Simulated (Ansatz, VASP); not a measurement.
# Two plane-wave programs on SnTe

Contents of INCAR:

```
ALGO = Normal
EDIFF = 1E-7
EDIFFG = -0.04
ENCUT = 600
GGA = PE
IBRION = 2
ISIF = 3
ISMEAR = 0
LASPH = True
LCHARG = False
LREAL = False
LWAVE = False
NELM = 80
NSW = 90
PREC = Accurate
SIGMA = 0.1
```

File KPOINTS:

```
k-points
0
Gamma
  6 6 4
```

File POSCAR:

```
SnTe
1.0
    3.6189621900      0.0000000000      0.0000000000
    0.0000000000      3.6189621900      0.0000000000
    0.0000000000      0.0000000000      4.8514601100
Sn Te
1 1
Direct
    0.0000000000      0.0000000000      0.5000000000
    0.0000000000      0.0000000000      0.0000000000
```

Input for Ansatz:

```yaml
crystal:
  lattice:
    - [3.61896219, 0.0, 0.0]
    - [0.0, 3.61896219, 0.0]
    - [0.0, 0.0, 4.85146011]
  atoms:
    - { symbol: Sn, position: [0.0, 0.0, 0.5] }
    - { symbol: Te, position: [0.0, 0.0, 0.0] }
basis:
  ecutwfc: 420
kpoints:
  mp_grid: { grid: [6, 6, 4] }
hamiltonian:
  xc: pbe
scf:
  occupations: { method: gaussian, width: 0.1 }
  lower_state_search: "off"
output:
  forces: true
  stress: true
  eigenvalues: true
relax:
  adjacent_minimum: "off"
  f_tol: 0.04
  max_steps: 70
  cell: { stress_tol: 0.4 }
```

Alike in both runs: task relaxation of cell and atoms; functional PBE; k mesh 6 × 6 × 4; occupations gaussian, width 0.1 eV; no spin polarisation.

|  | VASP | Ansatz |
| --- | --- | --- |
| version | VASP 6.6.1 | Ansatz 0.2.0 |
| potentials or method | VASP PAW PBE potentials, release 64 (Sn_d, Te), cutoff 600 eV | scalar-relativistic, plane waves, PAW |
| valence electrons in the cell | 20 | 30 |

```tsv
	VASP	Ansatz	Ansatz less VASP
gap on the k mesh at the Fermi level, each at its own relaxed structure (eV)	none	none	-
relaxed volume (Å³/atom)	31.56	31.61	+0.042
relaxed length of the cell vector where the two differ most in proportion (Å)	6.409	6.416	+0.0073
```

A gap of «none» marks a metal or a gap that the smearing closes. VASP's potentials hold 20 valence electrons a cell and Ansatz's 30, so a difference there can come from the potentials and not from the codes.

Spin-orbit coupling is off throughout.
